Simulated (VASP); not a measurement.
GaP: single point with r2SCAN

The system is GaP.

```
Ga P
1.0
     0.00000    2.61624    2.61624
     2.61624    0.00000    2.61624
     2.61624    2.61624    0.00000
Ga P
1 1
Direct
  0.00000 0.00000 0.00000
  0.75000 0.75000 0.75000
```

This cell differs from its parent crystal: strain -0.040 along x and y, -0.040 along z.

| Property | Result |
| --- | --- |
| Program | VASP 6.6.1 |
| Task | single point |
| Functional | r2SCAN |
| Potentials or basis | VASP PAW PBE potentials, release 64 (Ga_d, P) |
| Cutoff | 520 eV |
| k mesh | 8 × 8 × 8 |
| Occupations | gaussian, width 0.05 eV |
| Spin | no spin polarisation |
| Dipole correction | no |
| Further INCAR settings | ALGO = Normal; EDIFF = 1e-06; NBANDS = 16 |

```json
{"Pressure": "14.1 GPa", "Band gap on the k mesh": "1.63 eV, indirect (least direct gap 3.44 eV)"}
```

Levels at points of the mesh, in eV from the valence-band top:
```tsv
k point	band 7	band 8	band 9	band 10	band 11	band 12
(0.00, 0.00, 0.00)	0.00	0.00	0.00	3.44	4.12	4.12
(0.50, 0.00, 0.00)	-7.64	-1.37	-1.37	2.44	4.98	4.98
(0.50, 0.50, 0.00)	-7.61	-3.28	-3.28	1.63	1.94	12.29
```

Run time: 66 s on 1 thread of Intel(R) Xeon(R) Platinum 8488C (Sapphire Rapids), with other jobs on the host, peak memory 0.17 GiB.

Caveat: the cell differs from its parent crystal (strain -0.040 along x and y, -0.040 along z); the PAW data sets were made with another functional, which shifts forces and pressure a little. A k mesh can miss the band edges.
